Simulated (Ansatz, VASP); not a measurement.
**One calculation of TeS2, two programs**

INCAR

```
ALGO = Normal
EDIFF = 1E-6
EDIFFG = -0.04
ENCUT = 600
GGA = PE
IBRION = 2
ISIF = 3
ISMEAR = 0
LASPH = T
LCHARG = F
LREAL = F
LWAVE = F
NELM = 80
NSW = 90
PREC = Accurate
SIGMA = 0.1
```

The input KPOINTS:

```
k-points
0
Gamma
  4 4 4
```

File POSCAR:

```
TeS2
1.0
   -3.5742368859      3.5742368859      2.9751989199
    3.5742368859     -3.5742368859      2.9751989199
    3.5742368859      3.5742368859     -2.9751989199
Te S
2 4
Direct
    0.2500000000      0.2500000000      0.0000000000
    0.7500000000      0.7500000000      0.0000000000
    0.6670000000      0.1670000000      0.8340000000
    0.1670000000      0.3330000000      0.5000000000
    0.3330000000      0.8330000000      0.1660000000
    0.8330000000      0.6670000000      0.5000000000
```

Input for Ansatz:

```yaml
crystal:
  lattice:
    - [-3.5742368859, 3.5742368859, 2.9751989199]
    - [3.5742368859, -3.5742368859, 2.9751989199]
    - [3.5742368859, 3.5742368859, -2.9751989199]
  atoms:
    - { symbol: Te, position: [0.25, 0.25, 0.0] }
    - { symbol: Te, position: [0.75, 0.75, 0.0] }
    - { symbol: S, position: [0.667, 0.167, 0.834] }
    - { symbol: S, position: [0.167, 0.333, 0.5] }
    - { symbol: S, position: [0.333, 0.833, 0.166] }
    - { symbol: S, position: [0.833, 0.667, 0.5] }
basis:
  ecutwfc: 420
kpoints:
  mp_grid: { grid: [4, 4, 4] }
hamiltonian:
  xc: pbe
scf:
  occupations: { method: gaussian, width: 0.1 }
  lower_state_search: "off"
output:
  forces: true
  stress: true
  eigenvalues: true
relax:
  adjacent_minimum: "off"
  f_tol: 0.04
  max_steps: 70
  cell: { stress_tol: 0.4 }
```

Alike in both runs: task relaxation of cell and atoms; functional PBE; k mesh 4 × 4 × 4; occupations gaussian, width 0.1 eV; no spin polarisation.

|  | VASP | Ansatz |
| --- | --- | --- |
| version | VASP 6.6.1 | Ansatz 0.2.0 |
| potentials or method | VASP PAW PBE potentials, release 64 (Te, S), cutoff 600 eV | scalar-relativistic, plane waves, PAW |
| valence electrons in the cell | 36 | 56 |

```tsv
	VASP	Ansatz	Ansatz less VASP
gap on the k mesh at the Fermi level, each at its own relaxed structure (eV)	none	none	-
relaxed volume (Å³/atom)	21.93	21.56	-0.368
relaxed length of the cell vector where the two differ most in proportion (Å)	5.561	5.528	-0.0331
```

A gap of «none» marks a metal or a gap that the smearing closes. VASP's potentials hold 36 valence electrons a cell and Ansatz's 56, so a difference there can come from the potentials and not from the codes.

Neither program's run includes spin-orbit coupling.
